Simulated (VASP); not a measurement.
Crystal: CoO.

```
CELL_PARAMETERS angstrom
1.60222 0.92504 2.56647
-1.60222 0.92504 2.56647
0.00000 -1.85008 2.56647
ATOMIC_POSITIONS crystal
Co 0.99898 0.99898 0.99898
O 0.75102 0.75102 0.75102
```

Base run:

```yaml
Program: VASP 6.6.1
Functional: PBE
Potentials_or_basis: VASP PAW PBE potentials, release 64 (Co, O)
Cutoff: 520 eV
k_mesh: 9 × 9 × 9
Occupations: fermi-dirac, width 0.05 eV
Spin: collinear spin, ferromagnetic start
Starting_moments: "[2.0, 0.0] μB"
Fixed_moment: 2 μB
```

Its results: pressure -6.9 GPa; site moments Co +1.80; O +0.15 μB; largest force 0.231 eV/Å.

The run is repeated on the same cell with these changes: potentials or basis from VASP PAW PBE potentials, release 64 (Co, O) to VASP PAW PBE potentials, release 64 (Co_sv, O); cutoff from 520 eV to 600 eV; further incar settings from ALGO = Normal; EDIFF = 1e-06; NBANDS = 18 to ALGO = Normal; EDIFF = 1e-06; NBANDS = 22; valence electrons from 15 to 23. What comes out?

Pressure -8.9 GPa; site moments Co +1.76; O +0.15 μB; largest force 0.227 eV/Å.

Caveats: the total moment is fixed, so each spin has its own Fermi level; a cell with one magnetic atom can't hold antiferromagnetic order, which such compounds often take.
